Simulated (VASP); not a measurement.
Runs of VASP 6.6.1 on Tl. The structure is that of space group Pm-3m (No. 221), or close to it. The cells are those of the table. This isn't the form of Tl at room conditions, which is hcp.

```tsv
cell	gap on the mesh (eV)	pressure (GPa)
a = 3.139 Å, 1 atom	none	(b)
a = 3.019 Å, 1 atom	none	8.7
a = 2.887 Å, 1 atom	none	(a)
a = 3.252 Å, 1 atom	none	-0.1
a = 2.743 Å, 1 atom	none	44.5
```

Alike in all rows: task single point; level PBE; potentials or basis VASP PAW PBE potentials, release 64 (Tl_d); no spin polarisation; k mesh 12 × 12 × 12; cutoff (eV) 520; smearing fermi-dirac 0.08 eV.

Q: Estimate the missing entries.

A: (a) 20.1; (b) 3.0.

Caveats: spin-orbit coupling is left out, which moves the levels of the heavy elements; the cell stands under pressure (at least some runs).

A k mesh can miss the band edges, and the runs leave out spin-orbit coupling on Tl.

A gap of «none» marks levels without a gap at the run's occupations.
